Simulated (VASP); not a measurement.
# SiO2 (I4_122) in VASP: a series of runs, part 2 of 3

VASP 6.6.1. The steps go on from the part before.

### 3 Single point, PBE

Contents of INCAR:

```
SYSTEM = SiO2
PREC = Accurate
ENCUT = 520
EDIFF = 1E-6
ISMEAR = -1
SIGMA = 0.05
LREAL = .False.
LASPH = .True.
NELM = 80
ALGO = Normal
ISIF = 2
LWAVE = .False.
LCHARG = .False.
GGA = PE
NBANDS = 44
```

Contents of KPOINTS:

```
Automatic mesh
0
Gamma
  7 7 7
  0 0 0
```

Contents of POSCAR:

```
SiO2
1.0
   -2.8378980000      2.8378980000      5.6602100000
    2.8378980000     -2.8378980000      5.6602100000
    2.8378980000      2.8378980000     -5.6602100000
Si O
4 8
Direct
    0.8750000000      0.2636180000      0.8886180000
    0.0136180000      0.6250000000      0.8886180000
    0.7363820000      0.1250000000      0.1113820000
    0.3750000000      0.9863820000      0.1113820000
    0.6337270000      0.1337270000      0.5000000000
    0.4678770000      0.9678770000      0.9357540000
    0.0321230000      0.5321230000      0.0642460000
    0.1162730000      0.1162730000      0.0000000000
    0.8837270000      0.8837270000      0.0000000000
    0.8662730000      0.3662730000      0.5000000000
    0.2821230000      0.7178770000      0.0000000000
    0.7178770000      0.2821230000      0.0000000000
```

Potentials or basis: VASP PAW PBE potentials, release 64 (Si, O).

Launch:

```console
> cat potpaw_PBE.64/Si/POTCAR potpaw_PBE.64/O/POTCAR > POTCAR
> mpirun -np 1 vasp_std > vasp.out
```

OUTCAR:

```text
SYSTEM = SiO2
   PREC = Accurate
   ENCUT = 520
   EDIFF = 1E-6
   ISMEAR = -1
   LREAL = .False.
   LASPH = .True.
   NELM = 80
   ISIF = 2
   GGA = PE

 ion  position               nearest neighbor table
   1  0.875  0.264  0.889-   8 1.63   5 1.63   7 1.64  12 1.64   2 2.97   3 2.97
   2  0.014  0.625  0.889-   9 1.63  10 1.63   7 1.64  11 1.64   1 2.97   4 2.97
   3  0.736  0.125  0.111-   9 1.63  10 1.63   6 1.64  12 1.64   1 2.97   4 2.97
   4  0.375  0.986  0.111-   5 1.63   8 1.63   6 1.64  11 1.64   3 2.97   2 2.97
   5  0.634  0.134  0.500-   1 1.63   4 1.63
   6  0.468  0.968  0.936-   4 1.64   3 1.64
   7  0.032  0.532  0.064-   2 1.64   1 1.64
   8  0.116  0.116  0.000-   1 1.63   4 1.63
   9  0.884  0.884  0.000-   3 1.63   2 1.63
  10  0.866  0.366  0.500-   2 1.63   3 1.63
  11  0.282  0.718  0.000-   2 1.64   4 1.64
  12  0.718  0.282  0.000-   1 1.64   3 1.64

  LATTYP: Found a body centered tetragonal cell.
 ALAT       =     5.6757960000
 C/A-ratio  =     1.9945079069

  Lattice vectors:

 A1 = (  -2.8378980000,   2.8378980000,   5.6602100000)
 A2 = (   2.8378980000,  -2.8378980000,   5.6602100000)
 A3 = (   2.8378980000,   2.8378980000,  -5.6602100000)

Analysis of symmetry for initial positions (statically):
=====================================================================
 Subroutine PRICEL returns:
 Original cell was already a primitive cell.

 Routine SETGRP: Setting up the symmetry group for a
 body centered tetragonal supercell.

 Subroutine GETGRP returns: Found  8 space group operations
 (whereof  4 operations were pure point group operations)
 out of a pool of 16 trial point group operations.

The static configuration has the point symmetry D_2 .
 The point group associated with its full space group is D_4 .

Analysis of symmetry for dynamics (positions and initial velocities):
=====================================================================
 Subroutine PRICEL returns:
 Original cell was already a primitive cell.

[... 159 lines left out ...]
 non-spin polarized calculation
  energy-cutoff  :      520.00
  volume of cell :      182.34
 maximum number of plane-waves:      4940
 NGX is ok and might be reduce to    54
   NGX = 25   NGY = 25   NGZ = 25

 number of electron      63.9999978 magnetization

 Free energy of the ion-electron system (eV)
  ---------------------------------------------------
  ext. energy  EPLUGINS =         0.00000000
  ---------------------------------------------------
  free energy    TOTEN  =       -93.19190829 eV

  energy without entropy =      -93.19190829  energy(sigma->0) =      -93.19190829

 E-fermi :   1.2069     XC(G=0):  -8.1131

 val. band max:        0.0782711054   @ k =   0.0000   0.0000   0.0000
 cond. band min:       4.9154979074   @ k =   0.0000   0.0000   0.0000
 fundamental gap:      4.8372268020
 Fermi energy:         1.2069086287

 k-point     1 :       0.0000    0.0000    0.0000
  band No.  band energies     occupation
      1     -19.5785      2.00000
      2     -18.2841      2.00000
      3     -18.0603      2.00000
      4     -18.0603      2.00000
      5     -17.7802      2.00000
      6     -17.6485      2.00000
[... 1117 lines left out ...]
     43      10.4216      0.00000
     44      10.7678      0.00000

 [... further k-points ...]

------------------------ aborting loop because EDIFF is reached ----------------------------------------

  FORCE on cell =-STRESS in cart. coord.  units (eV):
  Direction    XX          YY          ZZ          XY          YZ          ZX
  --------------------------------------------------------------------------------------
  -------------------------------------------------------------------------------------
  Total        0.0972727      0.0972727      0.0504820      0.0000000      0.0000000      0.0000000
  in kB        0.8547032      0.8547032      0.4435689      0.0000000      0.0000000      0.0000000
  external PRESSURE =       0.7176584 kB  Pullay stress =       0.0000000 kB

 VOLUME and BASIS-vectors are now :
 -----------------------------------------------------------------------------
  energy-cutoff  :      520.00
  volume of cell :      182.34
      direct lattice vectors                 reciprocal lattice vectors
    -2.837898000  2.837898000  5.660210000     0.000000000  0.176186741  0.088335945
     2.837898000 -2.837898000  5.660210000     0.176186741  0.000000000  0.088335945
     2.837898000  2.837898000 -5.660210000     0.176186741  0.176186741  0.000000000

 POSITION                                       TOTAL-FORCE (eV/Angst)
 -----------------------------------------------------------------------------------
      0.78677      4.25685      1.41505         0.010398      0.000000      0.000000
      4.25685      0.78677     -1.41505        -0.000000      0.010398      0.000000
     -1.41895      2.05113      4.24516         0.000000     -0.010398     -0.000000
      2.05113     -1.41895      7.07526        -0.010398      0.000000     -0.000000
      0.00000      2.83790      1.51385         0.000000      0.000000      0.002142
      4.07452      1.23663      2.83011         0.002338      0.002338      0.000000
      1.60127     -1.23663      2.83010        -0.002338     -0.002338     -0.000000
      0.00000      0.00000      1.31626        -0.000000      0.000000     -0.002142
      0.00000      0.00000     10.00416        -0.000000      0.000000      0.002142
      0.00000      2.83790      4.14636         0.000000      0.000000     -0.002142
      1.23663     -1.23663      5.66021         0.002338     -0.002338     -0.000000
     -1.23663      1.23663      5.66021        -0.002338      0.002338     -0.000000
 -----------------------------------------------------------------------------------
    total drift:                                0.000000     -0.000000      0.000000

  FREE ENERGIE OF THE ION-ELECTRON SYSTEM (eV)
  ---------------------------------------------------
  free  energy   TOTEN  =       -93.1919082944 eV

  energy  without entropy=      -93.1919082944  energy(sigma->0) =      -93.19190829
```

stdout:

```text
POSCAR found type information on POSCAR SiO
 POSCAR found :  2 types and      12 ions
 scaLAPACK will be used
 LDA part: xc-table for (Slater+PW92), standard interpolation
 POSCAR, INCAR and KPOINTS ok, starting setup
 FFT: planning ... GRIDC
 FFT: planning ... GRID_SOFT
 FFT: planning ... GRID
 WAVECAR not read
 entering main loop
```

It took 3.9 min on 1 thread of Intel Xeon 6975P-C (Granite Rapids), shared host; peak memory 0.5 GiB.

What came out:

```yaml
Free_energy: -93.1919 eV
Pressure: 0.1 GPa
Largest_force: 0.010 eV/Å
Band_gap_on_the_k_mesh: 4.84 eV
```

Forces in eV/Å, atoms in the order of the input:
```
Si   0.010  0.000  0.000
Si   0.000  0.010  0.000
Si   0.000 -0.010  0.000
Si  -0.010  0.000  0.000
O    0.000  0.000  0.002
O    0.002  0.002  0.000
O   -0.002 -0.002  0.000
O    0.000  0.000 -0.002
O    0.000  0.000  0.002
O    0.000  0.000 -0.002
O    0.002 -0.002  0.000
O   -0.002  0.002  0.000
```

Levels at points of the mesh, in eV from the valence-band top:
```
           k point  band 28  band 29  band 30  band 31  band 32  band 33  band 34  band 35  band 36  band 37
(0.00, 0.00, 0.00)    -1.47    -0.67    -0.67    -0.24     0.00     4.84     7.25     7.28     8.87     8.87
```

Caveat: an odd mesh through Γ misses points on the zone boundary, where band edges can lie.

### 4 Single point, LDA

Contents of INCAR:

```
SYSTEM = SiO2
  ALGO = Normal
  EDIFF = 1E-6
  ENCUT = 520
  GGA = CA
  ISIF = 2
  ISMEAR = -1
  LASPH = .True.
  LCHARG = .False.
  LREAL = .False.
  LWAVE = .False.
  NBANDS = 44
  NELM = 100
  PREC = Accurate
  SIGMA = 0.05
```

Contents of KPOINTS:

```
k-points
0
Gamma
  7 7 7
  0 0 0
```

POSCAR is that of step 3.

Potentials or basis: VASP PAW LDA potentials, release 64 (Si, O).

Launch:

```console
> cat potpaw_LDA.64/Si/POTCAR potpaw_LDA.64/O/POTCAR > POTCAR
> mpirun -np 1 vasp_std > vasp.out
```

Wall time 16 min (1 thread of Intel Xeon 8259CL, shared host); peak memory 0.43 GiB.

The run converged. Its results:

| Property | Result |
| --- | --- |
| Free energy | -102.0106 eV |
| Pressure | -5.3 GPa |
| Largest force | 0.494 eV/Å |
| Band gap on the k mesh | 4.66 eV |

Forces on the atoms (eV/Å):
```
Si   0.025  0.000  0.000
Si   0.000  0.025  0.000
Si   0.000 -0.025  0.000
Si  -0.025  0.000  0.000
O    0.000  0.000  0.029
O    0.349  0.349  0.000
O   -0.349 -0.349  0.000
O    0.000  0.000 -0.029
O    0.000  0.000  0.029
O    0.000  0.000 -0.029
O    0.349 -0.349  0.000
O   -0.349  0.349  0.000
```

Stress tensor (GPa, compression positive):
```
-4.86  0.00  0.00
 0.00 -4.86  0.00
 0.00  0.00 -6.32
```

Levels at points of the mesh, in eV from the valence-band top:
```csv
k point,band 29,band 30,band 31,band 32,band 33,band 34,band 35,band 36
"(0.00, 0.00, 0.00)",-0.67,-0.67,-0.25,0.00,4.66,7.05,7.07,8.57
```

Caveat: the cell stands under tension; an odd mesh through Γ misses points on the zone boundary, where band edges can lie.

### 5 Single point, PBEsol

Contents of INCAR:

```
SYSTEM = SiO2
  PREC = Accurate
  ENCUT = 520
  EDIFF = 1E-6
  ISMEAR = -1
  SIGMA = 0.05
  LREAL = .False.
  LASPH = .True.
  NELM = 60
  ALGO = Normal
  ISIF = 2
  LWAVE = .False.
  LCHARG = .False.
  GGA = PS
  NBANDS = 44
```

Contents of KPOINTS:

```
regular mesh
0
Gamma
  7 7 7
  0 0 0
```

POSCAR is that of step 4.

Potentials or basis: VASP PAW PBE potentials, release 64 (Si, O).

Launch:

```console
> cat potpaw_PBE.64/Si/POTCAR potpaw_PBE.64/O/POTCAR > POTCAR
> mpirun -np 1 vasp_std > vasp.out
```

It took 19 min on 1 thread of Intel Xeon 8259CL, shared host; peak memory 0.5 GiB.

It converged, with:

```yaml
Free_energy: -97.0294 eV
Pressure: -1.8 GPa
Largest_force: 0.150 eV/Å
Band_gap_on_the_k_mesh: 4.82 eV
```

Forces in eV/Å, atoms in the order of the input:
```
Si   0.006  0.000  0.000
Si   0.000  0.006  0.000
Si   0.000 -0.006  0.000
Si  -0.006  0.000  0.000
O    0.000  0.000  0.024
O    0.106  0.106  0.000
O   -0.106 -0.106  0.000
O    0.000  0.000 -0.024
O    0.000  0.000  0.024
O    0.000  0.000 -0.024
O    0.106 -0.106  0.000
O   -0.106  0.106  0.000
```

Stress tensor (GPa, compression positive):
```
-1.53  0.00  0.00
 0.00 -1.53  0.00
 0.00  0.00 -2.42
```

Levels at points of the mesh, in eV from the valence-band top:
| k point | band 30 | band 31 | band 32 | band 33 | band 34 | band 35 |
| --- | --- | --- | --- | --- | --- | --- |
| (0.00, 0.00, 0.00) | -0.67 | -0.25 | 0.00 | 4.82 | 7.15 | 7.16 |

Caveat: the PAW data sets were made with another functional, which shifts forces and pressure a little; an odd mesh through Γ misses points on the zone boundary, where band edges can lie.

(Continued in part 3 of 3.)
